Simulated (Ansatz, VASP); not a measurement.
# Two plane-wave programs on Hf

INCAR

```
PREC = Accurate
ENCUT = 600
EDIFF = 1E-6
ISMEAR = -1
SIGMA = 0.1
LREAL = F
LASPH = T
NELM = 60
ALGO = Normal
ISIF = 3
LWAVE = F
LCHARG = F
GGA = RE
IBRION = 2
NSW = 80
EDIFFG = -0.01
```

File KPOINTS:

```
regular mesh
0
Gamma
  11 11 3
```

The input POSCAR:

```
Hf
1.0
    3.1631972627      0.0000000000      0.0000000000
   -1.5815986313      2.7394091867      0.0000000000
    0.0000000000      0.0000000000     10.3310022599
Hf
4
Direct
    0.0000000000      0.0000000000      0.0000000000
    0.0000000000      0.0000000000      0.5000000000
    0.3333333333      0.6666666667      0.2500000000
    0.6666666667      0.3333333333      0.7500000000
```

Input for Ansatz:

```yaml
crystal:
  lattice:
    - [3.1631972627, 0.0, 0.0]
    - [-1.5815986313, 2.7394091867, 0.0]
    - [0.0, 0.0, 10.3310022599]
  atoms:
    - { symbol: Hf, position: [0.0, 0.0, 0.0] }
    - { symbol: Hf, position: [0.0, 0.0, 0.5] }
    - { symbol: Hf, position: [0.3333333333, 0.6666666667, 0.25] }
    - { symbol: Hf, position: [0.6666666667, 0.3333333333, 0.75] }
hamiltonian:
  xc: revpbe
  pseudopotentials:
    kind: paw
    azcp:
      Hf: "pseudopotentials/Hf.paw.azcp"
basis:
  ecutwfc: 420
  fft_grid_basis: typed
kpoints:
  mp_grid: { grid: [11, 11, 3], shift: [0, 0, 0] }
magnetization:
  spin_polarized: false
scf:
  occupations: { method: fermi_dirac, width: 0.1 }
relax:
  max_steps: 60
  f_tol: 0.01
  cell: {}
output:
  write_density: true
  write_potential: true
  elf: true
  volumetric_format: npy
```

Alike in both runs: task relaxation of cell and atoms; functional revPBE; k mesh 11 × 11 × 3; occupations fermi-dirac, width 0.1 eV; no spin polarisation.

```csv
,VASP,Ansatz
version,VASP 6.6.1,Ansatz 0.2.0
potentials or method,"VASP PAW PBE potentials, release 64 (Hf_pv), cutoff 600 eV","plane waves (420 eV) with PAW, scalar-relativistic"
valence electrons in the cell,40,104
```

VASP gave:

| Property | Result |
| --- | --- |
| relaxed volume (Å³/atom) | 23.03 |
| relaxed cell length with the largest relative difference (Å) | 10.285 |

**Question.** Estimate Ansatz's values.

**Answer.** Relaxed volume (Å³/atom): 23.13; relaxed cell length with the largest relative difference (Å): 10.303.

VASP's potentials were made for PBE, not for revPBE. VASP's potentials hold 40 valence electrons a cell and Ansatz's 104, so a difference there can come from the potentials and not from the codes.

Spin-orbit coupling is off throughout.
